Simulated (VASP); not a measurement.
Input of a VASP 6.6.1 run:

POSCAR

```
Rb
1.0
   -2.8677202310      2.8677202310      2.8677202310
    2.8677202310     -2.8677202310      2.8677202310
    2.8677202310      2.8677202310     -2.8677202310
Rb
1
Direct
    0.0000000000      0.0000000000      0.0000000000
```

The input INCAR.step1:

```
SYSTEM = Rb
PREC = Accurate ; ENCUT = 520
ISMEAR = -1 ; SIGMA = 0.2
LREAL = .FALSE. ; LASPH = .TRUE.
NELM = 80 ; NBANDS = 10
GGA = PE ; ALGO = Normal
EDIFF = 1E-4 ; LWAVE = .TRUE.
LCHARG = .FALSE.
```

The input INCAR.step2:

```
SYSTEM = Rb
PREC = Accurate ; ENCUT = 520
EDIFF = 1E-7 ; ISMEAR = -1
SIGMA = 0.2 ; LREAL = .FALSE.
LASPH = .TRUE. ; NELM = 80
ALGO = Normal ; ISIF = 2
LWAVE = .FALSE. ; LCHARG = .FALSE.
METAGGA = R2SCAN ; LMIXTAU = .TRUE.
NBANDS = 10 ; ISTART = 1
```

The input KPOINTS:

```
Automatic mesh
0
G
  8 8 8
  0 0 0
```

Potentials or basis: VASP PAW PBE potentials, release 64 (Rb_sv).

The run is started by

```bash
$ cat potpaw_PBE.64/Rb_sv/POTCAR > POTCAR
$ cp INCAR.step1 INCAR
$ mpirun -np 1 vasp_std > vasp.out
$ cp INCAR.step2 INCAR
$ mpirun -np 1 vasp_std > vasp.out
```

**Question.** What does it give for the pressure?

**Answer.** 0.0 GPa.

**Question.** Predict the band gap on the k mesh.

**Answer.** Zero (an odd number of electrons rules out a gap without spin polarisation).

Caveat: the PAW data sets were made with another functional, which shifts forces and pressure a little.
